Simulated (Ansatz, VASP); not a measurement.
**Two plane-wave programs on TlZnBr3**

File INCAR:

```
ALGO = Normal ; EDIFF = 1E-6
ENCUT = 520 ; GGA = PE
ISIF = 2 ; ISMEAR = 0
LASPH = T ; LCHARG = T
LELF = T ; LREAL = F
LVHAR = T ; LWAVE = F
NBANDS = 31 ; NELM = 60
PREC = Accurate ; SIGMA = 0.01
```

The input KPOINTS:

```
k-points
0
Gamma
  6 6 6
```

File POSCAR:

```
TlZnBr3
1.0
    5.2004326836      0.0000000000      0.0000000000
    0.0000000000      5.2004326836      0.0000000000
    0.0000000000      0.0000000000      5.2004326836
Tl Zn Br
1 1 3
Direct
    0.0000000000      0.0000000000      0.0000000000
    0.5000000000      0.5000000000      0.5000000000
    0.5000000000      0.5000000000      0.0000000000
    0.5000000000      0.0000000000      0.5000000000
    0.0000000000      0.5000000000      0.5000000000
```

Input for Ansatz:

```yaml
crystal:
  lattice:
    - [5.2004326836, 0.0, 0.0]
    - [0.0, 5.2004326836, 0.0]
    - [0.0, 0.0, 5.2004326836]
  atoms:
    - { symbol: Tl, position: [0.0, 0.0, 0.0] }
    - { symbol: Zn, position: [0.5, 0.5, 0.5] }
    - { symbol: Br, position: [0.5, 0.5, 0.0] }
    - { symbol: Br, position: [0.5, 0.0, 0.5] }
    - { symbol: Br, position: [0.0, 0.5, 0.5] }
kpoints:
  mp_grid: { grid: [6, 6, 6] }
  band_path:
    path:
      - [0.0, 0.0, 0.0]
      - [0.0, 0.5, 0.0]
      - [0.5, 0.5, 0.0]
      - [0.5, 0.5, 0.5]
      - [0.0, 0.5, 0.5]
    npoints: 1
hamiltonian:
  xc: pbe
scf:
  occupations: { method: fixed }
  n_extra_bands: 5
output:
  forces: true
  stress: true
  eigenvalues: true
```

Alike in both runs: task single point; functional PBE; k mesh 6 × 6 × 6; no spin polarisation.

|  | VASP | Ansatz |
| --- | --- | --- |
| version | VASP 6.6.1 | Ansatz 0.2.0 |
| potentials or method | VASP PAW PBE potentials, release 64 (Tl_d, Zn, Br) | plane waves, PAW |
| plane-wave cutoff (eV) | 520 | 420 |
| occupations | gaussian, width 0.01 eV | fixed |
| valence electrons in the cell | 46 | 46 |

```tsv
	VASP	Ansatz	Ansatz less VASP
gap on the k mesh at the Fermi level (eV)	0.29	0.30	+0.005
pressure (GPa)	1.3	1.3	-0.03
```

Spin-orbit coupling is off throughout.
